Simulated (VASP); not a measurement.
# PtSe2 in VASP: single point with PBE+D3(BJ)

Aim: the single point of PtSe2 with PBE+D3(BJ).

Everything below comes from runs of VASP 6.6.1. Logs are shortened: lines on timing, memory, paths and dates and some standing lists are left out, and cuts for length are marked.

## (1) The cell of the first run

The cell holds a slab with vacuum, 6 atoms: a = 3.707 Å, b = 3.707 Å, c = 22.798 Å, α = 90.00°, β = 90.00°, γ = 120.00°.

## (2) Single point, PBE+D3(BJ)

INCAR reads:

```
SYSTEM = PtSe2
  ALGO = Normal
  DIPOL = 0.5 0.5 0.392
  EDIFF = 1E-7
  ENCUT = 520
  GGA = PE
  IDIPOL = 3
  ISIF = 2
  ISMEAR = 0
  IVDW = 12
  LASPH = .TRUE.
  LCHARG = .TRUE.
  LDIPOL = .TRUE.
  LELF = .TRUE.
  LREAL = .FALSE.
  LVACPOTAV = .TRUE.
  LVHAR = .TRUE.
  LWAVE = .FALSE.
  NBANDS = 31
  NELM = 60
  PREC = Accurate
  SIGMA = 0.05
```

KPOINTS reads:

```
k-points
0
G
  9 9 1
  0 0 0
```

POSCAR reads:

```
PtSe2
1.0
    3.7070359042      0.0000000000      0.0000000000
   -1.8535179521      3.2103872658      0.0000000000
    0.0000000000      0.0000000000     22.7981610971
Se Pt
4 2
Direct
    0.6666666667      0.3333333333      0.1973843408
    0.3333333333      0.6666666667      0.3135025157
    0.3333333333      0.6666666667      0.4710459564
    0.6666666667      0.3333333333      0.5871613191
    0.0000000000      0.0000000000      0.2555455678
    1.0000000000      1.0000000000      0.5290019710
```

Potentials or basis: VASP PAW PBE potentials, release 64 (Se, Pt).

Started as:

```bash
$ cat potpaw_PBE.64/Se/POTCAR potpaw_PBE.64/Pt/POTCAR > POTCAR
$ mpirun -np 1 vasp_std > vasp.out
```

OUTCAR:

```text
SYSTEM = PtSe2
   EDIFF = 1E-7
   ENCUT = 520
   GGA = PE
   ISIF = 2
   ISMEAR = 0
   IVDW = 12
   LASPH = .TRUE.
   LREAL = .FALSE.
   NELM = 60
   PREC = Accurate
 IVDW          = 12

 ion  position               nearest neighbor table
   1  0.667  0.333  0.197-   5 2.52   5 2.52   5 2.52
   2  0.333  0.667  0.314-   5 2.52   5 2.52   5 2.52
   3  0.333  0.667  0.471-   6 2.52   6 2.52   6 2.52
   4  0.667  0.333  0.587-   6 2.52   6 2.52   6 2.52
   5  0.000  0.000  0.256-   2 2.52   2 2.52   2 2.52   1 2.52   1 2.52   1 2.52
   6  0.000  0.000  0.529-   3 2.52   3 2.52   3 2.52   4 2.52   4 2.52   4 2.52

  LATTYP: Found a hexagonal cell.
 ALAT       =     3.7070359042
 C/A-ratio  =     6.1499704039

  Lattice vectors:

 A1 = (   3.7070359042,   0.0000000000,   0.0000000000)
 A2 = (  -1.8535179521,   3.2103872658,   0.0000000000)
 A3 = (   0.0000000000,   0.0000000000,  22.7981610971)

Analysis of symmetry for initial positions (statically):
=====================================================================
 Subroutine PRICEL returns:
 Original cell was already a primitive cell.

 Routine SETGRP: Setting up the symmetry group for a
 hexagonal supercell.

 Subroutine GETGRP returns: Found 12 space group operations
 (whereof  6 operations were pure point group operations)
 out of a pool of 24 trial point group operations.

The static configuration has the point symmetry C_3v.
 The point group associated with its full space group is D_3h.

Analysis of symmetry for dynamics (positions and initial velocities):
=====================================================================
 Subroutine PRICEL returns:
 Original cell was already a primitive cell.

 Routine SETGRP: Setting up the symmetry group for a
 hexagonal supercell.

 Subroutine GETGRP returns: Found 12 space group operations
 (whereof  6 operations were pure point group operations)
 out of a pool of 24 trial point group operations.

The dynamic configuration has the point symmetry C_3v.
 The point group associated with its full space group is D_3h.

 Subroutine INISYM returns: Found 12 space group operations
 (whereof  6 operations are pure point group operations),
 and found     1 'primitive' translations

----------------------------------------------------------------------------------------

                                     Primitive cell

  volume of cell :     271.3214

[... 90 lines left out ...]
   ISYM   =      2    0-nonsym 1-usesym 2-fastsym
   POTIM  = 0.5000    time-step for ionic-motion
   TEBEG  =    0.0;   TEEND  =   0.0 temperature during run
   PSTRESS=    0.0 pullay stress
   NELECT =      44.0000    total number of electrons
   NUPDOWN=      -1.0000    fix difference up-down
   EMIN   =  10.00;   EMAX   =-10.00  energy-range for DOS
   EFERMI =   0.00;   METHOD = LEGACY
   ISMEAR =     0;   SIGMA  =   0.05  broadening in eV -4-tet -1-fermi 0-gaus
   EFERMI_NEDOS =   21; number of points for ismear=-14 and -15
   IALGO  =     38    algorithm
   IMIX   =      4    mixing-type and parameters
     AMIX     =   0.40;   BMIX     =  1.00
     AMIX_MAG =   1.60;   BMIX_MAG =  1.00
  volume/ion in A,a.u.               =      45.22       305.16
  Fermi-wavevector in a.u.,A,eV,Ry     =   0.892752  1.687057 10.843937  0.797007
  Thomas-Fermi vector in A             =   2.014742
   LORBIT       =      0    0 simple, 1 ext, 2 COOP (PROOUT), +10 PAW based schemes
   GGA     = PE    functional components
   LHFCALC =     F    Hartree Fock is set to
   AEXX    =    0.0000 exact exchange contribution
   IVDW    =    12    specifies the selected vdW correction
   LEPSILON=     F    determine dielectric tensor
   LRPA    =     F    only Hartree local field effects (RPA)
 non-spin polarized calculation
 Gauss-broadening in eV      SIGMA  =   0.05
  energy-cutoff  :      520.00
  volume of cell :      271.32
 maximum number of plane-waves:      7334
 NGX is ok and might be reduce to    28
   NGX = 13   NGY = 13   NGZ = 85

 dipolmoment           0.000000      0.000000     -0.000090 electrons x Angstroem

 number of electron      44.0000000 magnetization

 dipolmoment           0.000000      0.000000      0.000152 electrons x Angstroem

 Free energy of the ion-electron system (eV)
  ---------------------------------------------------
  ext. energy  EPLUGINS =         0.00000000
  ---------------------------------------------------
  free energy    TOTEN  =       -28.53016445 eV

  energy without entropy =      -28.53016445  energy(sigma->0) =      -28.53016445

 E-fermi :  -0.0753     XC(G=0):  -5.5061

 val. band max:       -0.3516071325   @ k =   0.1111   0.1111   0.0000
 cond. band min:       0.5285921515   @ k =   0.2222   0.0000   0.0000
 fundamental gap:      0.8801992839
 Fermi energy:        -0.0752851024

 k-point     1 :       0.0000    0.0000    0.0000
  band No.  band energies     occupation
      1     -14.7592      2.00000
      2     -14.7058      2.00000
      3     -13.0197      2.00000
      4     -12.9120      2.00000
      5      -6.0117      2.00000
      6      -5.7764      2.00000
[... 397 lines left out ...]
     30       7.2750      0.00000
     31       7.8119      0.00000

------------------------ aborting loop because EDIFF is reached ----------------------------------------

 Edisp (eV)   -2.04668

 E8    (eV) :    -0.9068

  FORCE on cell =-STRESS in cart. coord.  units (eV):
  Direction    XX          YY          ZZ          XY          YZ          ZX
  --------------------------------------------------------------------------------------
  -------------------------------------------------------------------------------------
  Total      -0.04152    -0.04152    -0.03982     0.00000    -0.00000     0.00000
  in kB      -0.24516    -0.24516    -0.23516     0.00000    -0.00000     0.00000
  external pressure =       -0.24 kB  Pullay stress =        0.00 kB

 VOLUME and BASIS-vectors are now :
 -----------------------------------------------------------------------------
  energy-cutoff  :      520.00
  volume of cell :      271.32
      direct lattice vectors                 reciprocal lattice vectors
     3.707035904  0.000000000  0.000000000     0.269757301  0.155744450  0.000000000
    -1.853517952  3.210387266  0.000000000     0.000000000  0.311488901  0.000000000
     0.000000000  0.000000000 22.798161097     0.000000000  0.000000000  0.043863187

 POSITION                                       TOTAL-FORCE (eV/Angst)
 -----------------------------------------------------------------------------------
      1.85352      1.07013      4.50000        -0.000000      0.000000     -0.000266
     -0.00000      2.14026      7.14728         0.000000     -0.000000     -0.000168
     -0.00000      2.14026     10.73898         0.000000      0.000000      0.000168
      1.85352      1.07013     13.38620        -0.000000      0.000000      0.000266
      0.00000      0.00000      5.82597        -0.000000     -0.000000     -0.000918
      0.00000      0.00000     12.06027        -0.000000     -0.000000      0.000918
 -----------------------------------------------------------------------------------
    total drift:                               -0.000000      0.000000      0.016735

  FREE ENERGIE OF THE ION-ELECTRON SYSTEM (eV)
  ---------------------------------------------------
  free  energy   TOTEN  =       -30.5768402220 eV

  energy  without entropy=      -30.5768402220  energy(sigma->0) =      -30.57684022

 vacuum level on the upper side and lower side of the slab         4.989         4.987
```

OSZICAR:

```text
N       E                     dE             d eps       ncg     rms          rms(c)
DAV:   1     0.302861073185E+03    0.30286E+03   -0.17414E+04   744   0.115E+03
DAV:   2    -0.186846044578E+01   -0.30473E+03   -0.28875E+03   953   0.214E+02
DAV:   3    -0.295324334750E+02   -0.27664E+02   -0.27046E+02   915   0.691E+01
[... 17 lines left out ...]
DAV:  21    -0.285301633495E+02   -0.43030E-05   -0.97064E-08   659   0.106E-03    0.671E-04
DAV:  22    -0.285301638268E+02   -0.47729E-06   -0.10967E-08   610   0.499E-04    0.203E-04
DAV:  23    -0.285301642963E+02   -0.46947E-06   -0.14617E-08   608   0.388E-04    0.258E-04
DAV:  24    -0.285301644374E+02   -0.14118E-06   -0.55008E-09   575   0.283E-04    0.498E-05
DAV:  25    -0.285301644453E+02   -0.78680E-08   -0.69511E-10   617   0.880E-05
   1 F= -.30576840E+02 E0= -.30576840E+02  d E =-.113772E-15
```

stdout:

```text
POSCAR found type information on POSCAR SePt
 POSCAR found :  2 types and       6 ions
 scaLAPACK will be used
 LDA part: xc-table for (Slater+PW92), standard interpolation
 POSCAR, INCAR and KPOINTS ok, starting setup
 FFT: planning ... GRIDC
 FFT: planning ... GRID_SOFT
 FFT: planning ... GRID
 WAVECAR not read
 entering main loop
 -----------------------------------------------------------------------------
|                                                                             |
|           W    W    AA    RRRRR   N    N  II  N    N   GGGG   !!!           |
|           W    W   A  A   R    R  NN   N  II  NN   N  G    G  !!!           |
|           W    W  A    A  R    R  N N  N  II  N N  N  G       !!!           |
|           W WW W  AAAAAA  RRRRR   N  N N  II  N  N N  G  GGG   !            |
|           WW  WW  A    A  R   R   N   NN  II  N   NN  G    G                |
|           W    W  A    A  R    R  N    N  II  N    N   GGGG   !!!           |
|                                                                             |
|     Did not find any points to average over, which means that no vacuum     |
|     field-free region was found. Please increase the size of  your cell     |
|     in the dimension of the dipole correction to obtain accurate            |
|     workfunction values.                                                    |
|                                                                             |
 -----------------------------------------------------------------------------
```

Run time: 3.1 min. Hardware: 1 thread of Intel Xeon Platinum 8488C (Sapphire Rapids), shared host; peak memory 0.39 GiB.

Results:

```
Free energy                : -30.5768 eV
Band gap on the k mesh     : 0.88 eV (least direct gap 1.06 eV)
Dispersion energy per atom : -0.341 eV
```

Caveat: spin-orbit coupling is left out, which moves the levels of the heavy elements.
